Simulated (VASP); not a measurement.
Runs of VASP 6.6.1 on Nb. The structure is that of space group Im-3m (No. 229), or close to it. The cells are those of the table. 

| task | level | potentials or basis | spin | cell | cutoff (eV) | gap on the mesh (eV) | pressure (GPa) |
| --- | --- | --- | --- | --- | --- | --- | --- |
| single point | PBE | VASP PAW PBE potentials, release 64 (Nb_sv) | off | a = 2.868 Å, angles 109.5°, 1 atom | 520 | none | -0.3 |
| single point | LDA | VASP PAW LDA potentials, release 64 (Nb_sv) | off | a = 2.868 Å, angles 109.5°, 1 atom | 520 | none | -10.0 |
| single point | PBE | VASP PAW PBE potentials, release 64 (Nb_sv) | non-collinear, zero start, SOC | a = 2.868 Å, angles 109.5°, 1 atom | 520 | - | -0.3 |
| single point | PBEsol | VASP PAW PBE potentials, release 64 (Nb_sv) | off | a = 2.868 Å, angles 109.5°, 1 atom | 520 | none | (a) |
| relaxation of cell and atoms | PBE | VASP PAW PBE potentials, release 64 (Nb_sv) | off | relaxed from a = 2.867 Å, angles 109.5°, 1 atom | 600 | none | 0.0 |

Alike in all rows: k mesh 14 × 14 × 14; smearing gaussian 0.05 eV.

Task: Fill in the values left out.

Result: (a) -6.2.

Caveats: the PAW data sets were made with another functional, which shifts forces and pressure a little (some runs); the relaxation stopped at its first step, so nothing moved (some runs).

A k mesh can miss the band edges, and rows without SOC leave out spin-orbit coupling on Nb.

A gap of «none» marks levels without a gap at the run's occupations.
